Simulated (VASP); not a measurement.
Here is a VASP 6.6.1 calculation.

Contents of INCAR:

```
SYSTEM = EuS2
ALGO = Normal
EDIFF = 1E-6
ENCUT = 520
GGA = PE
ISIF = 2
ISMEAR = 0
ISPIN = 2
LASPH = .True.
LCHARG = .False.
LDAU = .True.
LDAUJ = 0 0
LDAUL = 3 -1
LDAUPRINT = 1
LDAUTYPE = 2
LDAUU = 6 0
LMAXMIX = 6
LORBIT = 11
LREAL = .False.
LWAVE = .False.
MAGMOM = 7.11 0.06 0.06
NBANDS = 26
NELM = 150
PREC = Accurate
SIGMA = 0.05
```

Contents of KPOINTS:

```
k-points
0
Gamma
  8 8 8
  0 0 0
```

POSCAR

```
EuS2
1.0
    0.0000000000      3.3588959891      3.3588959891
    3.3588959891      0.0000000000      3.3588959891
    3.3588959891      3.3588959891      0.0000000000
Eu S
1 2
Direct
    0.0000000000      0.0000000000      0.0000000000
    0.2500000000      0.2500000000      0.2500000000
    0.7500000000      0.7500000000      0.7500000000
```

Potentials or basis: VASP PAW PBE potentials, release 64 (Eu, S).

Launch:

```bash
$ cat potpaw_PBE.64/Eu/POTCAR potpaw_PBE.64/S/POTCAR > POTCAR
$ mpirun -np 1 vasp_std > vasp.out
```

Problem. What does it give for the net moment?

Solution. 6.73 μB per cell.

Problem. Estimate the pressure.

Solution. -0.9 GPa.

Eigenvalues of the final occupation matrices:
| site | spin | trace | eigenvalues |
| --- | --- | --- | --- |
| site 1 f | 1 | 6.23 | 0.28 0.99 0.99 0.99 0.99 0.99 0.99 |
| site 1 f | 2 | 0.02 | 0.00 0.00 0.00 0.00 0.00 0.00 0.01 |

Caveat: spin-orbit coupling is left out, which moves the levels of the heavy elements; a cell with one magnetic atom can't hold antiferromagnetic order, which such compounds often take. The state reached can hang on the start; a lower one may exist.
